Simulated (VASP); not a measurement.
SnO2, 3 atoms in the cell. It takes space group Cm (No. 8, monoclinic). Conventional cell: a = 5.602 Å, b = 3.234 Å, c = 5.151 Å, α = 90.00°, β = 111.25°, γ = 90.00°. Within 2.5 Å of Sn (site symmetry m) lie 6 O at 1.87 to 2.39 Å. O (site symmetry m) has 3 Sn at 1.87 to 2.27 Å within 2.5 Å. Within 2.8 Å of O (site symmetry m) lie 3 Sn at 2.01 to 2.39 Å and 3 O at 2.76 Å.  This cell differs from its parent crystal: atom 1 (Sn) moved by (-0.300, +0.000) A along y and z.

- Program: VASP 6.6.1
- Task: single point
- Functional: LDA
- Potentials or basis: VASP PAW LDA potentials, release 64 (Sn_d, O)
- Cutoff: 520 eV
- k mesh: 12 × 12 × 12
- Occupations: gaussian, width 0.05 eV
- Spin: no spin polarisation
- Dipole correction: no
- Further INCAR settings: ALGO = Normal; EDIFF = 1e-07; NBANDS = 20

Potentials or basis: VASP PAW LDA potentials, release 64 (Sn_d, O).

Launch:

```console
$ cat potpaw_LDA.64/Sn_d/POTCAR potpaw_LDA.64/O/POTCAR > POTCAR
$ mpirun -np 1 vasp_std > vasp.out
```

Hardware: 1 thread of AMD EPYC 9R45 96-Core Processor (Zen 5), on a shared host.

Q: Estimate the wall time of this run.

A: Run time: 8.1 min on 1 thread of AMD EPYC 9R45 96-Core Processor (Zen 5), with other jobs on the host, peak memory 0.45 GiB. Counts: scf iterations 14, k points 476.
